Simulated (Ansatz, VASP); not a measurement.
CsPbCl3: VASP beside Ansatz

```xyz
5
Lattice="5.6818 0.0000 0.0000 0.0000 5.6818 0.0000 0.0000 0.0000 5.4545" Properties=species:S:1:pos:R:3 pbc="T T T"
Cs    0.0000    0.0000    0.0000
Pb    2.8409    2.8409    2.7273
Cl    0.0000    2.8409    2.7273
Cl    2.8409    0.0000    2.7273
Cl    2.8409    2.8409    0.0000
```

Alike in both runs: task single point; functional PBEsol; k mesh 6 × 6 × 6; occupations gaussian, width 0.05 eV; no spin polarisation.

```csv
,VASP,Ansatz
version,VASP 6.6.1,Ansatz 0.2.0
potentials or method,"VASP PAW PBE potentials, release 64 (Cs_sv, Pb_d, Cl), cutoff 520 eV","scalar-relativistic, plane waves, PAW"
valence electrons in the cell,44,44
```

|  | VASP | Ansatz | Ansatz less VASP |
| --- | --- | --- | --- |
| gap on the k mesh at the Fermi level (eV) | 1.68 | 1.67 | -0.006 |
| least direct gap on the mesh (eV) | 1.68 | 1.67 | -0.006 |
| pressure (GPa) | 0.3 | 0.3 | +0.04 |
| traceless stress, the component that is largest in VASP (GPa) | 1.54 | 1.54 | -0.002 |

VASP's potentials were made for PBE, not for PBEsol. The functional is the same, so the differences come from potentials, cutoffs and numerics.

Spin-orbit coupling is off throughout.
